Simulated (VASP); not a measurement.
A run of VASP 6.6.1:

File INCAR:

```
  PREC = Accurate
  ENCUT = 520
  EDIFF = 1E-7
  ISMEAR = 0
  SIGMA = 0.15
  LREAL = False
  LASPH = True
  NELM = 100
  ALGO = Normal
  ISIF = 2
  LWAVE = False
  LCHARG = False
  GGA = CA
  NBANDS = 10
```

The input KPOINTS:

```
regular mesh
0
Gamma
  6 6 12
```

File POSCAR:

```
K
1.0
   10.8579259725      0.0000000000      0.0000000000
    0.0000000000     10.8579259725      0.0000000000
    0.0000000000      0.0000000000      3.7268258650
K
1
Direct
    0.0000000000      0.0000000000      0.0000000000
```

Potentials or basis: VASP PAW LDA potentials, release 64 (K_sv).

The run is started by

```console
$ cat potpaw_LDA.64/K_sv/POTCAR > POTCAR
$ mpirun -np 1 vasp_std > vasp.out
```

Hardware: 1 thread of Intel(R) Xeon(R) Platinum 8488C (Sapphire Rapids), with other jobs on the host.

Problem. Estimate the wall time of this run.

Solution. Wall time 2.9 min on 1 thread of Intel(R) Xeon(R) Platinum 8488C (Sapphire Rapids), on a shared host, peak memory 0.53 GiB. Counts: scf iterations 17, k points 70.
